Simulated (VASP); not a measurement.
# MgS (F-43m) in VASP: further runs

Runs on MgS. Level: PBE. Tasks: single point, vibrations by perturbation theory, elastic constants.

Everything below comes from runs of VASP 6.6.1. Logs are shortened: lines on timing, memory, paths and dates and some standing lists are left out, and cuts for length are marked.

## (1) The cell of the first run

It takes space group F-43m (No. 216, cubic). The conventional cell has a = 5.697 Å, b = 5.697 Å, c = 5.697 Å, α = 90.00°, β = 90.00°, γ = 90.00°. Within 3.3 Å of Mg (site symmetry -43m) lie 4 S at 2.47 Å. S (site symmetry -43m) has 4 Mg at 2.47 Å within 3.3 Å.

## (2) Single point, PBE

Contents of POSCAR:

```
MgS
1.0
    0.0000000000      2.8486070147      2.8486070147
    2.8486070147      0.0000000000      2.8486070147
    2.8486070147      2.8486070147      0.0000000000
Mg S
1 1
Direct
    0.0000000000      0.0000000000      0.0000000000
    0.2500000000      0.2500000000      0.2500000000
```

Contents of INCAR.step1:

```
PREC = Accurate
ENCUT = 520
EDIFF = 1E-7
ISMEAR = 0
SIGMA = 0.02
LREAL = False
LASPH = True
NELM = 100
ALGO = Normal
ISIF = 2
LWAVE = False
LCHARG = True
GGA = PE
NBANDS = 11
```

Contents of KPOINTS.step1:

```
regular mesh
0
Gamma
  8 8 8
```

Contents of INCAR.step2:

```
PREC = Accurate
ENCUT = 520
EDIFF = 1E-7
ISMEAR = -5
SIGMA = 0.02
LREAL = False
LASPH = True
NELM = 100
ALGO = Normal
ISIF = 2
LWAVE = False
LCHARG = False
GGA = PE
LORBIT = 11
NBANDS = 11
NEDOS = 1001
ICHARG = 11
```

Contents of KPOINTS.step2:

```
regular mesh
0
Gamma
  12 12 12
```

Potentials or basis: VASP PAW PBE potentials, release 64 (Mg, S).

Run with:

```console
$ cat potpaw_PBE.64/Mg/POTCAR potpaw_PBE.64/S/POTCAR > POTCAR
$ cp INCAR.step1 INCAR
$ cp KPOINTS.step1 KPOINTS
$ mpirun -np 1 vasp_std > vasp.out
$ cp INCAR.step2 INCAR
$ cp KPOINTS.step2 KPOINTS
$ mpirun -np 1 vasp_std > vasp.out
```

OUTCAR:

```text
PREC = Accurate
   ENCUT = 520
   EDIFF = 1E-7
   ISMEAR = -5
   LREAL = False
   LASPH = True
   NELM = 100
   ISIF = 2
   GGA = PE
   LORBIT = 11
   ICHARG = 11

 ion  position               nearest neighbor table
   1  0.000  0.000  0.000-   2 2.47   2 2.47   2 2.47   2 2.47
   2  0.250  0.250  0.250-   1 2.47   1 2.47   1 2.47   1 2.47

  LATTYP: Found a face centered cubic cell.
 ALAT       =     5.6972140294

  Lattice vectors:

 A1 = (   0.0000000000,   2.8486070147,   2.8486070147)
 A2 = (   2.8486070147,   0.0000000000,   2.8486070147)
 A3 = (   2.8486070147,   2.8486070147,   0.0000000000)

Analysis of symmetry for initial positions (statically):
=====================================================================
 Subroutine PRICEL returns:
 Original cell was already a primitive cell.

 Routine SETGRP: Setting up the symmetry group for a
 face centered cubic supercell.

 Subroutine GETGRP returns: Found 24 space group operations
 (whereof 24 operations were pure point group operations)
 out of a pool of 48 trial point group operations.

The static configuration has the point symmetry T_d .

Analysis of symmetry for dynamics (positions and initial velocities):
=====================================================================
 Subroutine PRICEL returns:
 Original cell was already a primitive cell.

 Routine SETGRP: Setting up the symmetry group for a
 face centered cubic supercell.

 Subroutine GETGRP returns: Found 24 space group operations
 (whereof 24 operations were pure point group operations)
 out of a pool of 48 trial point group operations.

The dynamic configuration has the point symmetry T_d .

 Subroutine INISYM returns: Found 24 space group operations
 (whereof 24 operations are pure point group operations),
 and found     1 'primitive' translations

----------------------------------------------------------------------------------------

                                     Primitive cell

  volume of cell :      46.2304

  direct lattice vectors                    reciprocal lattice vectors
     0.000000000  2.848607015  2.848607015    -0.175524387  0.175524387  0.175524387
     2.848607015  0.000000000  2.848607015     0.175524387 -0.175524387  0.175524387
     2.848607015  2.848607015  0.000000000     0.175524387  0.175524387 -0.175524387

  length of vectors
     4.028538674  4.028538674  4.028538674     0.304017156  0.304017156  0.304017156

  position of ions in fractional coordinates (direct lattice)
     0.000000000  0.000000000  0.000000000
     0.250000000  0.250000000  0.250000000

  ion indices of the primitive-cell ions
   primitive index   ion index
                 1           1
                 2           2

----------------------------------------------------------------------------------------

 KPOINTS: regular mesh

Automatic generation of k-mesh.
 Grid dimensions read from file:
 generate k-points for:   12   12   12

 Generating k-lattice:

  Cartesian coordinates                     Fractional coordinates (reciprocal lattice)
    -0.014627032  0.014627032  0.014627032     0.083333333  0.000000000  0.000000000
     0.014627032 -0.014627032  0.014627032     0.000000000  0.083333333  0.000000000
     0.014627032  0.014627032 -0.014627032     0.000000000  0.000000000  0.083333333

  Length of vectors
     0.025334763  0.025334763  0.025334763

  Shift w.r.t. Gamma in fractional coordinates (k-lattice)
     0.000000000  0.000000000  0.000000000

 TETIRR: Found    247 inequivalent tetrahedra from    10368

 Subroutine IBZKPT returns following result:
 ===========================================

 Found     72 irreducible k-points:

 Following reciprocal coordinates:
            Coordinates               Weight
  0.000000  0.000000  0.000000      1.000000
  0.083333  0.000000  0.000000      8.000000
  0.166667  0.000000  0.000000      8.000000
  0.250000  0.000000  0.000000      8.000000
  0.333333  0.000000  0.000000      8.000000
  0.416667  0.000000  0.000000      8.000000
[... 16 lines left out ...]
  0.500000  0.166667  0.000000     24.000000
 -0.416667  0.166667  0.000000     24.000000
 [... further k-points ...]
   k-points           NKPTS =     72   k-points in BZ     NKDIM =     72   number of bands    NBANDS=     11
   number of dos      NEDOS =   1001   number of ions     NIONS =      2
   total plane-waves  NPLWV =  27000
   dimension x,y,z NGX =    30 NGY =   30 NGZ =   30
   dimension x,y,z NGXF=    60 NGYF=   60 NGZF=   60
   ions per type =               1   1
   NGX,Y,Z   is equivalent  to a cutoff of  12.38, 12.38, 12.38 a.u.
   NGXF,Y,Z  is equivalent  to a cutoff of  24.76, 24.76, 24.76 a.u.
 SYSTEM =  unknown system
   PREC   = accura    normal or accurate (medium, high low for compatibility)
   ISTART =      0    job   : 0-new  1-cont  2-samecut
   ICHARG =     11    charge: 1-file 2-atom 10-const
   ISPIN  =      1    spin polarized calculation?
   LNONCOLLINEAR =      F non collinear calculations
   LSORBIT =      F    spin-orbit coupling
   LASPH  =      T    aspherical Exc in radial PAW
   ENCUT  =  520.0 eV  38.22 Ry    6.18 a.u.   7.49  7.49  7.49*2*pi/ulx,y,z
   NELM   =    100;   NELMIN=  2; NELMDL=  0     # of ELM steps
   EDIFF  = 0.1E-06   stopping-criterion for ELM
   LREAL  =      F    real-space projection
   EDIFFG = 0.1E-05   stopping-criterion for IOM
   NSW    =      0    number of steps for IOM
   IBRION =     -1    ionic relax: 0-MD 1-quasi-New 2-CG
   NFREE  =      0    steps in history (QN), initial steepest desc. (CG)
   ISIF   =      2    stress and relaxation
   ISYM   =      2    0-nonsym 1-usesym 2-fastsym
   POTIM  = 0.5000    time-step for ionic-motion
   TEBEG  =    0.0;   TEEND  =   0.0 temperature during run
   PSTRESS=    0.0 pullay stress
   NELECT =       8.0000    total number of electrons
   NUPDOWN=      -1.0000    fix difference up-down
   EMIN   =  10.00;   EMAX   =-10.00  energy-range for DOS
   EFERMI =   0.00;   METHOD = LEGACY
   ISMEAR =    -5;   SIGMA  =   0.02  broadening in eV -4-tet -1-fermi 0-gaus
   EFERMI_NEDOS =   21; number of points for ismear=-14 and -15
   IALGO  =     38    algorithm
   IMIX   =      4    mixing-type and parameters
     AMIX     =   0.40;   BMIX     =  1.00
     AMIX_MAG =   1.60;   BMIX_MAG =  1.00
  volume/ion in A,a.u.               =      23.12       155.99
  Fermi-wavevector in a.u.,A,eV,Ry     =   0.912282  1.723962 11.323556  0.832258
  Thomas-Fermi vector in A             =   2.036659
   LORBIT       =     11    0 simple, 1 ext, 2 COOP (PROOUT), +10 PAW based schemes
   GGA     = PE    functional components
   LHFCALC =     F    Hartree Fock is set to
   AEXX    =    0.0000 exact exchange contribution
   IVDW    =     0    specifies the selected vdW correction
   LEPSILON=     F    determine dielectric tensor
   LRPA    =     F    only Hartree local field effects (RPA)
 non-spin polarized calculation
 Fermi weights with tetrahedron method with Bloechl corrections
  energy-cutoff  :      520.00
  volume of cell :       46.23
 maximum number of plane-waves:      1267
 NGX is ok and might be reduce to    30

 number of electron       8.0000001 magnetization

 Free energy of the ion-electron system (eV)
  ---------------------------------------------------
  ext. energy  EPLUGINS =         0.00000000
  ---------------------------------------------------
  free energy    TOTEN  =        -8.47281471 eV

  energy without entropy =       -8.47281471  energy(sigma->0) =       -8.47281471

 E-fermi :   0.9495     XC(G=0):  -8.3184

 val. band max:        0.9477984244   @ k =   0.0000   0.0000   0.0000
 cond. band min:       4.3132004200   @ k =   0.0000   0.0000   0.0000
 fundamental gap:      3.3654019956
 Fermi energy:         0.9495122783

 k-point     1 :       0.0000    0.0000    0.0000
  band No.  band energies     occupation
      1     -10.2588      2.00000
      2       0.9478      2.00000
      3       0.9478      2.00000
      4       0.9478      2.00000
      5       4.3132      0.00000
      6       8.8491      0.00000
      7       8.8491      0.00000
      8       8.8491      0.00000
      9      11.7395      0.00000
     10      11.7395      0.00000
     11      14.5158      0.00000

 k-point     2 :       0.0833    0.0000    0.0000
  band No.  band energies     occupation
      1     -10.2207      2.00000
      2       0.6145      2.00000
      3       0.9237      2.00000
      4       0.9237      2.00000
      5       4.6451      0.00000
      6       8.7447      0.00000
      7       8.9366      0.00000
      8       8.9366      0.00000
      9      11.4840      0.00000
     10      11.4840      0.00000
     11      14.3017      0.00000

 k-point     3 :       0.1667    0.0000    0.0000
  band No.  band energies     occupation
      1     -10.1132      2.00000
      2      -0.1022      2.00000
      3       0.8600      2.00000
      4       0.8600      2.00000
      5       5.3082      0.00000
      6       8.5861      0.00000
      7       9.0980      0.00000
      8       9.0980      0.00000
      9      11.1553      0.00000
     10      11.1553      0.00000
     11      13.6375      0.00000
[... 267 lines left out ...]
 k-point    23 :       0.5000    0.1667    0.0000
  band No.  band energies     occupation
      1      -9.5574      2.00000
      2      -1.8572      2.00000
      3       0.0346      2.00000
      4       0.4312      2.00000
      5       6.5792      0.00000
      6       7.6971      0.00000
      7       9.3257      0.00000
      8       9.5709      0.00000
      9      12.5296      0.00000
     10      14.1026      0.00000
     11      14.9944      0.00000

 k-point    24 :      -0.4167    0.1667    0.0000
  band No.  band energies     occupation
      1      -9.5440      2.00000
      2      -1.8881      2.00000
      3      -0.0721      2.00000
      4       0.5034      2.00000
      5       6.7443      0.00000
      6       7.6181      0.00000
      7       9.1919      0.00000
      8       9.7922      0.00000
      9      12.8552      0.00000
     10      13.1274      0.00000
     11      14.5980      0.00000

 [... further k-points ...]
[... 5 lines left out ...]
  --------------------------------------------------------------------------------------
  -------------------------------------------------------------------------------------
  Total       -0.0419051     -0.0419051     -0.0419051      0.0000000      0.0000000      0.0000000
  in kB       -1.4522799     -1.4522799     -1.4522799      0.0000000      0.0000000      0.0000000
  external PRESSURE =      -1.4522799 kB  Pullay stress =       0.0000000 kB

 VOLUME and BASIS-vectors are now :
 -----------------------------------------------------------------------------
  energy-cutoff  :      520.00
  volume of cell :       46.23
      direct lattice vectors                 reciprocal lattice vectors
     0.000000000  2.848607015  2.848607015    -0.175524387  0.175524387  0.175524387
     2.848607015  0.000000000  2.848607015     0.175524387 -0.175524387  0.175524387
     2.848607015  2.848607015  0.000000000     0.175524387  0.175524387 -0.175524387

 POSITION                                       TOTAL-FORCE (eV/Angst)
 -----------------------------------------------------------------------------------
      0.00000      0.00000      0.00000        -0.000000     -0.000000     -0.000000
      1.42430      1.42430      1.42430         0.000000      0.000000      0.000000
 -----------------------------------------------------------------------------------
    total drift:                                0.000000      0.000000      0.000000

  FREE ENERGIE OF THE ION-ELECTRON SYSTEM (eV)
  ---------------------------------------------------
  free  energy   TOTEN  =        -8.4728147050 eV

  energy  without entropy=       -8.4728147050  energy(sigma->0) =       -8.47281471

 total charge

# of ion       s       p       d       tot
------------------------------------------
    1        0.162   0.141   0.037   0.340
    2        1.309   2.497   0.000   3.806
--------------------------------------------------
tot          1.472   2.638   0.037   4.146
```

Wall time 17 s (1 thread of Intel Xeon 6975P-C (Granite Rapids), shared host); peak memory 0.17 GiB.

What came out:

| Property | Result |
| --- | --- |
| Valence electrons inside the program's atomic spheres | Mg 0.34; S 3.81 |

## (3) Vibrations by perturbation theory, PBE

Contents of INCAR:

```
SYSTEM = MgS
  PREC = Accurate
  ENCUT = 520
  EDIFF = 1E-8
  ISMEAR = 0
  SIGMA = 0.01
  LREAL = .False.
  LASPH = .True.
  NELM = 60
  ALGO = Normal
  ISIF = 2
  LWAVE = .False.
  LCHARG = .False.
  GGA = PE
  NBANDS = 11
  IBRION = 8
  NSW = 1
  LEPSILON = .True.
```

Contents of KPOINTS:

```
Automatic mesh
0
Gamma
  8 8 8
  0 0 0
```

POSCAR is that of step 2.

Potentials or basis: VASP PAW PBE potentials, release 64 (Mg, S).

Run with:

```console
$ cat potpaw_PBE.64/Mg/POTCAR potpaw_PBE.64/S/POTCAR > POTCAR
$ mpirun -np 1 vasp_std > vasp.out
```

OUTCAR:

```text
SYSTEM = MgS
   PREC = Accurate
   ENCUT = 520
   EDIFF = 1E-8
   ISMEAR = 0
   LREAL = .False.
   LASPH = .True.
   NELM = 60
   ISIF = 2
   GGA = PE
   IBRION = 8
   NSW = 1
   LEPSILON = .True.

 ion  position               nearest neighbor table
   1  0.000  0.000  0.000-   2 2.47   2 2.47   2 2.47   2 2.47
   2  0.250  0.250  0.250-   1 2.47   1 2.47   1 2.47   1 2.47

  LATTYP: Found a face centered cubic cell.
[... 666 lines left out ...]
      1.424304  1.424304  1.424304    -0.628451    0.191347   -0.000000
[... 21 lines left out ...]
   6 f/i=    0.003934 THz     0.024716 2PiTHz    0.131213 cm-1     0.016268 meV
             X         Y         Z           dx          dy          dz
      0.000000  0.000000  0.000000    -0.035576   -0.008845   -0.655912
      1.424304  1.424304  1.424304    -0.040830   -0.010152   -0.752772

--------------------------------------------------------------------------------------------------------

 MACROSCOPIC STATIC DIELECTRIC TENSOR IONIC CONTRIBUTION
 ------------------------------------------------------
           2.684596    -0.000000    -0.000000
           0.000000     2.684596    -0.000000
           0.000000    -0.000000     2.684596
 ------------------------------------------------------

 ELASTIC MODULI CONTR FROM IONIC RELAXATION (kBar)
 Direction    XX          YY          ZZ          XY          YZ          ZX
 --------------------------------------------------------------------------------
 XX          -0.0000      0.0000      0.0000     -0.0000      0.0000      0.0000
 YY           0.0000     -0.0000     -0.0000      0.0000     -0.0000     -0.0000
 ZZ           0.0000     -0.0000     -0.0000      0.0000     -0.0000     -0.0000
 XY          -0.0000      0.0000      0.0000   -194.3702      0.0000      0.0000
 YZ           0.0000     -0.0000     -0.0000     -0.0000   -194.3702     -0.0000
 ZX           0.0000     -0.0000     -0.0000      0.0000      0.0000   -194.3702
 --------------------------------------------------------------------------------

 PIEZOELECTRIC TENSOR IONIC CONTR  for field in x, y, z        (C/m^2)
          XX          YY          ZZ          XY          YZ          ZX
  --------------------------------------------------------------------------------
  x    -0.00000     0.00000     0.00000     0.00000     0.67971     0.00000
  y    -0.00000     0.00000     0.00000    -0.00000    -0.00000     0.67971
  z     0.00000    -0.00000    -0.00000     0.67971    -0.00000    -0.00000
```

Run time: 3.1 min. Hardware: 1 thread of Intel Xeon 6975P-C (Granite Rapids), shared host; peak memory 0.27 GiB.

What came out:

```
Electronic dielectric tensor (diagonal)                 : 4.03
Born charges (mean of the diagonal)                     : Mg +1.91; S -1.91 e
Highest phonon frequency at Γ, LO-TO splitting left out : 323 cm⁻¹
```

Phonon frequencies in cm⁻¹ (negative: imaginary):
| q point | frequencies |
| --- | --- |
| (0.000, 0.000, 0.000) | 0 0 0 323 323 323 |

Electronic dielectric tensor:
```
4.03 0.00 0.00
0.00 4.03 0.00
0.00 0.00 4.03
```

Born effective charge tensors (e):
atom 1, Mg
```
1.91 0.00 0.00
0.00 1.91 0.00
0.00 0.00 1.91
```
atom 2, S
```
-1.91  0.00  0.00
 0.00 -1.91  0.00
 0.00  0.00 -1.91
```

(Continued in part 2 of 2.)
